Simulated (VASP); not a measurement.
# TaSi2 (F-43m) in VASP: density of states with PBE

Aim: the density of states of TaSi2 with PBE.

All numbers are computed with VASP 6.6.1; they aren't measurements. Logs are shortened: lines on timing, memory, paths and dates and some standing lists are left out, and cuts for length are marked.

### 1 The cell of the first run

Symmetry: F-43m, No. 216, cubic system. Conventional cell: a = 5.915 Å, b = 5.915 Å, c = 5.915 Å, α = 90.00°, β = 90.00°, γ = 90.00°. Ta (site symmetry -43m) has 10 Si at 2.56 to 2.96 Å within 3.4 Å. Si (site symmetry -43m) has 4 Si at 2.56 Å and 6 Ta at 2.96 Å within 3.4 Å. Within 3.4 Å of Si (site symmetry -43m) lie 4 Ta at 2.56 Å and 4 Si at 2.56 Å.

### 2 Density of states, PBE

The input, POSCAR:

```
TaSi2
1.0
    0.0000000000      2.9574853075      2.9574853075
    2.9574853075      0.0000000000      2.9574853075
    2.9574853075      2.9574853075      0.0000000000
Ta Si
1 2
Direct
    0.7500000000      0.7500000000      0.7500000000
    0.2500000000      0.2500000000      0.2500000000
    0.5000000000      0.5000000000      0.5000000000
```

The input, INCAR.step1:

```
  ALGO = Normal
  EDIFF = 1E-6
  ENCUT = 520
  GGA = PE
  ISIF = 2
  ISMEAR = 0
  LASPH = True
  LCHARG = True
  LMAXMIX = 4
  LREAL = False
  LWAVE = False
  NBANDS = 16
  NELM = 100
  PREC = Accurate
  SIGMA = 0.1
```

The input, KPOINTS.step1:

```
k-points
0
Gamma
  14 14 14
```

The input, INCAR.step2:

```
  ALGO = Normal
  EDIFF = 1E-6
  ENCUT = 520
  GGA = PE
  ICHARG = 11
  ISIF = 2
  ISMEAR = -5
  LASPH = True
  LCHARG = False
  LMAXMIX = 4
  LORBIT = 10
  LREAL = False
  LWAVE = False
  NEDOS = 2001
  NELM = 100
  PREC = Accurate
  SIGMA = 0.1
```

The input, KPOINTS.step2:

```
k-points
0
Gamma
  21 21 21
```

Potentials or basis: VASP PAW PBE potentials, release 64 (Ta_pv, Si).

Launch:

```
> cat potpaw_PBE.64/Ta_pv/POTCAR potpaw_PBE.64/Si/POTCAR > POTCAR
> cp INCAR.step1 INCAR
> cp KPOINTS.step1 KPOINTS
> mpirun -np 1 vasp_std > vasp.out
> cp INCAR.step2 INCAR
> cp KPOINTS.step2 KPOINTS
> mpirun -np 1 vasp_std > vasp.out
```

OUTCAR:

```text
EDIFF = 1E-6
   ENCUT = 520
   GGA = PE
   ICHARG = 11
   ISIF = 2
   ISMEAR = -5
   LASPH = True
   LORBIT = 10
   LREAL = False
   NELM = 100
   PREC = Accurate

 ion  position               nearest neighbor table
   1  0.750  0.750  0.750-   3 2.56   3 2.56   3 2.56   3 2.56   2 2.96   2 2.96   2 2.96   2 2.96
                             2 2.96   2 2.96
   2  0.250  0.250  0.250-   3 2.56   3 2.56   3 2.56   3 2.56   1 2.96   1 2.96   1 2.96   1 2.96
                             1 2.96   1 2.96
   3  0.500  0.500  0.500-   2 2.56   2 2.56   2 2.56   1 2.56   1 2.56   1 2.56   2 2.56   1 2.56

  LATTYP: Found a face centered cubic cell.
 ALAT       =     5.9149706150

  Lattice vectors:

 A1 = (   0.0000000000,   2.9574853075,   2.9574853075)
 A2 = (   2.9574853075,   0.0000000000,   2.9574853075)
 A3 = (   2.9574853075,   2.9574853075,   0.0000000000)

Analysis of symmetry for initial positions (statically):
[... 5 lines left out ...]
 face centered cubic supercell.

 Subroutine GETGRP returns: Found 24 space group operations
 (whereof 24 operations were pure point group operations)
 out of a pool of 48 trial point group operations.

The static configuration has the point symmetry T_d .

Analysis of symmetry for dynamics (positions and initial velocities):
[... 5 lines left out ...]
 face centered cubic supercell.

 Subroutine GETGRP returns: Found 24 space group operations
 (whereof 24 operations were pure point group operations)
 out of a pool of 48 trial point group operations.

The dynamic configuration has the point symmetry T_d .

 Subroutine INISYM returns: Found 24 space group operations
 (whereof 24 operations are pure point group operations),
 and found     1 'primitive' translations

----------------------------------------------------------------------------------------

                                     Primitive cell

  volume of cell :      51.7366

  direct lattice vectors                    reciprocal lattice vectors
     0.000000000  2.957485307  2.957485307    -0.169062547  0.169062547  0.169062547
     2.957485307  0.000000000  2.957485307     0.169062547 -0.169062547  0.169062547
     2.957485307  2.957485307  0.000000000     0.169062547  0.169062547 -0.169062547

  length of vectors
     4.182515832  4.182515832  4.182515832     0.292824922  0.292824922  0.292824922

  position of ions in fractional coordinates (direct lattice)
     0.750000000  0.750000000  0.750000000
     0.250000000  0.250000000  0.250000000
     0.500000000  0.500000000  0.500000000

  ion indices of the primitive-cell ions
   primitive index   ion index
                 1           1
                 2           2
                 3           3
[... 93 lines left out ...]
     AMIX     =   0.40;   BMIX     =  1.00
     AMIX_MAG =   1.60;   BMIX_MAG =  1.00
  volume/ion in A,a.u.               =      17.25       116.38
  Fermi-wavevector in a.u.,A,eV,Ry     =   1.172358  2.215435 18.700151  1.374422
  Thomas-Fermi vector in A             =   2.308787
   LORBIT       =     10    0 simple, 1 ext, 2 COOP (PROOUT), +10 PAW based schemes
   GGA     = PE    functional components
   LHFCALC =     F    Hartree Fock is set to
   AEXX    =    0.0000 exact exchange contribution
   IVDW    =     0    specifies the selected vdW correction
   LEPSILON=     F    determine dielectric tensor
   LRPA    =     F    only Hartree local field effects (RPA)
 non-spin polarized calculation
 Fermi weights with tetrahedron method with Bloechl corrections
  energy-cutoff  :      520.00
  volume of cell :       51.74
 maximum number of plane-waves:      1411

 number of electron      19.0000001 magnetization

 Free energy of the ion-electron system (eV)
  ---------------------------------------------------
  ext. energy  EPLUGINS =         0.00000000
  ---------------------------------------------------
  free energy    TOTEN  =       -21.26417797 eV

  energy without entropy =      -21.26417797  energy(sigma->0) =      -21.26417797

 E-fermi :   7.2415     XC(G=0): -11.1074

 val. band max:        7.2989020147   @ k =   0.2857   0.2857   0.0000
 cond. band min:       7.1987664516   @ k =   0.0952   0.0952   0.0000
 fundamental gap:     -0.1001355631
 Fermi energy:         7.2415224190

 k-point     1 :       0.0000    0.0000    0.0000
  band No.  band energies     occupation
      1     -27.1032      2.00000
      2     -27.1032      2.00000
      3     -27.1032      2.00000
      4      -5.0263      2.00000
      5       3.9894      2.00000
      6       3.9894      2.00000
      7       3.9894      2.00000
      8       6.6503      2.00000
      9       6.6503      2.00000
     10       6.7901      2.00000
     11       6.8977      2.00000
     12       6.8977      2.00000
     13       6.8977      2.03170
[... 354 lines left out ...]
  band No.  band energies     occupation
      1     -27.1358      2.00000
      2     -27.1086      2.00000
      3     -27.1076      2.00000
      4      -3.1868      2.00000
      5      -0.1735      2.00000
      6       3.1332      2.00000
      7       3.2621      2.00000
      8       5.8561      2.00000
      9       6.5527      2.00000
     10       6.8772      2.00000
     11       8.8316      0.00000
     12       9.6553      0.00000
     13      10.0564      0.00000

 [... further k-points ...]

------------------------ aborting loop because EDIFF is reached ----------------------------------------

  FORCE on cell =-STRESS in cart. coord.  units (eV):
  Direction    XX          YY          ZZ          XY          YZ          ZX
  --------------------------------------------------------------------------------------
  -------------------------------------------------------------------------------------
  Total       -0.0009740     -0.0009740     -0.0009740      0.0000000      0.0000000      0.0000000
  in kB       -0.0301624     -0.0301624     -0.0301624      0.0000000      0.0000000      0.0000000
  external PRESSURE =      -0.0301624 kB  Pullay stress =       0.0000000 kB

 VOLUME and BASIS-vectors are now :
 -----------------------------------------------------------------------------
  energy-cutoff  :      520.00
  volume of cell :       51.74
      direct lattice vectors                 reciprocal lattice vectors
     0.000000000  2.957485307  2.957485307    -0.169062547  0.169062547  0.169062547
     2.957485307  0.000000000  2.957485307     0.169062547 -0.169062547  0.169062547
     2.957485307  2.957485307  0.000000000     0.169062547  0.169062547 -0.169062547

 POSITION                                       TOTAL-FORCE (eV/Angst)
 -----------------------------------------------------------------------------------
      4.43623      4.43623      4.43623        -0.000000     -0.000000     -0.000000
      1.47874      1.47874      1.47874         0.000000      0.000000      0.000000
      2.95749      2.95749      2.95749         0.000000      0.000000     -0.000000
 -----------------------------------------------------------------------------------
    total drift:                               -0.000000     -0.000000     -0.000000

  FREE ENERGIE OF THE ION-ELECTRON SYSTEM (eV)
  ---------------------------------------------------
  free  energy   TOTEN  =       -21.2641779739 eV

  energy  without entropy=      -21.2641779739  energy(sigma->0) =      -21.26417797

 total charge

# of ion       s       p       d       tot
------------------------------------------
    1        0.379   6.092   2.427   8.898
    2        0.782   0.765   0.000   1.547
    3        0.747   0.947   0.000   1.695
--------------------------------------------------
tot          1.908   7.805   2.427  12.140
```

OUTCAR.step1:

```text
EDIFF = 1E-6
   ENCUT = 520
   GGA = PE
   ISIF = 2
[... 684 lines left out ...]
      4.43623      4.43623      4.43623        -0.000000     -0.000000     -0.000000
      1.47874      1.47874      1.47874         0.000000      0.000000      0.000000
      2.95749      2.95749      2.95749         0.000000      0.000000      0.000000
 -----------------------------------------------------------------------------------
    total drift:                               -0.000000     -0.000000     -0.000000

  FREE ENERGIE OF THE ION-ELECTRON SYSTEM (eV)
  ---------------------------------------------------
  free  energy   TOTEN  =       -21.2745764960 eV

  energy  without entropy=      -21.2549690367  energy(sigma->0) =      -21.26477277
```

OSZICAR.step1:

```text
N       E                     dE             d eps       ncg     rms          rms(c)
DAV:   1     0.912241728904E+02    0.91224E+02   -0.93526E+03  3328   0.106E+03
DAV:   2    -0.198930368742E+02   -0.11112E+03   -0.10848E+03  4184   0.260E+02
DAV:   3    -0.224453481822E+02   -0.25523E+01   -0.25072E+01  4560   0.354E+01
DAV:   4    -0.224657511357E+02   -0.20403E-01   -0.20400E-01  3880   0.364E+00
DAV:   5    -0.224660517218E+02   -0.30059E-03   -0.30058E-03  4648   0.423E-01    0.140E+01
DAV:   6    -0.213422089400E+02    0.11238E+01   -0.53708E+00  4104   0.123E+01    0.574E+00
DAV:   7    -0.212915608579E+02    0.50648E-01   -0.27291E-01  4080   0.303E+00    0.348E+00
DAV:   8    -0.212757751621E+02    0.15786E-01   -0.30842E-02  4576   0.114E+00    0.528E-01
DAV:   9    -0.212745835031E+02    0.11917E-02   -0.25521E-03  4016   0.303E-01    0.167E-01
DAV:  10    -0.212745797420E+02    0.37611E-05   -0.39718E-04  4560   0.107E-01    0.867E-02
DAV:  11    -0.212745756941E+02    0.40479E-05   -0.33023E-05  4032   0.304E-02    0.273E-02
DAV:  12    -0.212745764960E+02   -0.80185E-06   -0.15982E-06  3536   0.844E-03
   1 F= -.21274576E+02 E0= -.21264773E+02  d E =-.196075E-01
```

Wall time 2.2 min (1 thread of Intel Xeon 6975P-C, shared host); peak memory 0.33 GiB.

What came out:

| Item | Value |
| --- | --- |
| Valence electrons inside the program's atomic spheres | Ta 8.90; Si 1.55, 1.70 |

Caveat: the bands computed are all filled at some k points, so no gap is given; spin-orbit coupling is left out, which moves the levels of the heavy elements.
